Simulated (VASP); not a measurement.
B, 3 atoms in the cell. The structure is tetragonal, space group P4/mmm (No. 123). Conventional cell: a = 2.482 Å, b = 2.482 Å, c = 3.429 Å, α = 90.00°, β = 90.00°, γ = 90.00°. B (site symmetry 4mm) has 6 B at 1.70 to 1.96 Å within 2.3 Å. B (site symmetry 4/mmm) has 12 B at 1.96 to 2.48 Å within 2.6 Å. The cell was built from a structure type or drawn by symmetry, and may not be a known phase.

```yaml
Program: VASP 6.6.1
Task: single point
Functional: PBE
Potentials_or_basis: VASP PAW PBE potentials, release 64 (B)
Cutoff: 520 eV
k_mesh: 6 × 6 × 6
Occupations: gaussian, width 0.1 eV
Spin: no spin polarisation
Dipole_correction: no
Further_INCAR_settings: ALGO = Normal; EDIFF = 1e-07; NBANDS = 12
```

Potentials or basis: VASP PAW PBE potentials, release 64 (B).

Command:

```bash
$ cat potpaw_PBE.64/B/POTCAR > POTCAR
$ mpirun -np 1 vasp_std > vasp.out
```

Hardware: 1 thread of Intel(R) Xeon(R) Platinum 8488C (Sapphire Rapids), with other jobs on the host.

Task: Estimate the wall time of this run.

Result: Run time: 7.2 s on 1 thread of Intel(R) Xeon(R) Platinum 8488C (Sapphire Rapids) (shared host), peak memory 0.12 GiB. Counts: scf iterations 13, k points 40.
